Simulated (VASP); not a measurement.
Write the native input for VASP 6.6.1 that does the following.

* Task: single point
* Functional: r2SCAN
* Potentials or basis: VASP PAW PBE potentials, release 64 (Zn, O_h)
* Cutoff: 1480 eV
* k mesh: 9 × 9 × 6
* Occupations: gaussian, width 0.02 eV
* Spin: no spin polarisation
* Dipole correction: no
* Further INCAR settings: ALGO = Normal; EDIFF = 1e-06; NBANDS = 26

Crystal: ZnO.

```
Zn O
1.0
     3.23097    0.00000    0.00000
    -1.61549    2.79810    0.00000
     0.00000    0.00000    5.21541
Zn O
2 2
Direct
  0.33333 0.66667 0.00203
  0.66667 0.33333 0.50203
  0.33333 0.66667 0.38097
  0.66667 0.33333 0.88097
```

These files were run (other wordings do the same):

POSCAR

```
ZnO
1.0
    3.2309721498      0.0000000000      0.0000000000
   -1.6154860749      2.7981039606      0.0000000000
    0.0000000000      0.0000000000      5.2154102488
Zn O
2 2
Direct
    0.3333333333      0.6666666667      0.0020260005
    0.6666666667      0.3333333333      0.5020260005
    0.3333333333      0.6666666667      0.3809739995
    0.6666666667      0.3333333333      0.8809739995
```

INCAR.step1

```
SYSTEM = ZnO
ALGO = Normal
EDIFF = 1E-5
ENCUT = 1480
GGA = PE
GGA_COMPAT = .FALSE.
ISMEAR = 0
LASPH = .TRUE.
LCHARG = .FALSE.
LREAL = .FALSE.
LWAVE = .TRUE.
NBANDS = 26
NELM = 120
PREC = Accurate
SIGMA = 0.02
```

INCAR.step2

```
SYSTEM = ZnO
ALGO = Normal
EDIFF = 1E-6
ENCUT = 1480
GGA_COMPAT = .FALSE.
ISIF = 2
ISMEAR = 0
ISTART = 1
LASPH = .TRUE.
LCHARG = .FALSE.
LMIXTAU = .TRUE.
LREAL = .FALSE.
LWAVE = .FALSE.
METAGGA = R2SCAN
NBANDS = 26
NELM = 120
PREC = Accurate
SIGMA = 0.02
```

KPOINTS

```
k-points
0
G
  9 9 6
  0 0 0
```

Potentials or basis: VASP PAW PBE potentials, release 64 (Zn, O_h).

Run with:

```console
$ cat potpaw_PBE.64/Zn/POTCAR potpaw_PBE.64/O_h/POTCAR > POTCAR
$ cp INCAR.step1 INCAR
$ mpirun -np 1 vasp_std > vasp.out
$ cp INCAR.step2 INCAR
$ mpirun -np 1 vasp_std > vasp.out
```

Results of the run:

* Pressure: 1.2 GPa
* Band gap on the k mesh: 1.24 eV

Caveat: the PAW data sets were made with another functional, which shifts forces and pressure a little.

Run time: 8.7 min on 1 thread of Intel(R) Xeon(R) 6975P-C (Granite Rapids) (shared host), peak memory 0.53 GiB.
